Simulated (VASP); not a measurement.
Runs of VASP 6.6.1 on Se. The structure is that of space group P6/mmm (No. 191), or close to it. The cells are those of the table. 

```csv
task,cell,k mesh,cutoff (eV),gap on the mesh (eV),pressure (GPa),relaxed volume (Å³/atom)
relaxation of cell and atoms,"relaxed from a = 4.632, b = 4.632, c = 3.468 Å, angles 90.0, 90.0, 120.0°, 3 atoms",6 × 6 × 6,600,none,0.2,21.50
relaxation of cell and atoms,"relaxed from a = 4.685, b = 4.685, c = 3.994 Å, angles 90.0, 90.0, 120.0°, 3 atoms",6 × 6 × 4,600,none,0.0,(a)
single point,"a = 4.632, b = 4.632, c = 3.468 Å, angles 90.0, 90.0, 120.0°, 3 atoms",6 × 6 × 4,520,none,-0.1,-
single point,"a = 4.661, b = 4.661, c = 3.416 Å, angles 90.0, 90.0, 120.0°, 3 atoms",12 × 12 × 14,520,none,0.0,-
single point,"a = 4.685, b = 4.685, c = 3.994 Å, angles 90.0, 90.0, 120.0°, 3 atoms",6 × 6 × 4,520,none,-5.2,-
```

Alike in all rows: level PBE; potentials or basis VASP PAW PBE potentials, release 64 (Se); no spin polarisation; smearing gaussian 0.1 eV.

**Question.** Fill in the values left out.

**Answer.** (a) 21.42.

Caveats: some runs use coarse meshes; the volume moved by over 15 % at a fixed basis, so the end points are rough (some runs).

A k mesh can miss the band edges, and the runs leave out spin-orbit coupling on Se.

A gap of «none» marks levels without a gap at the run's occupations.
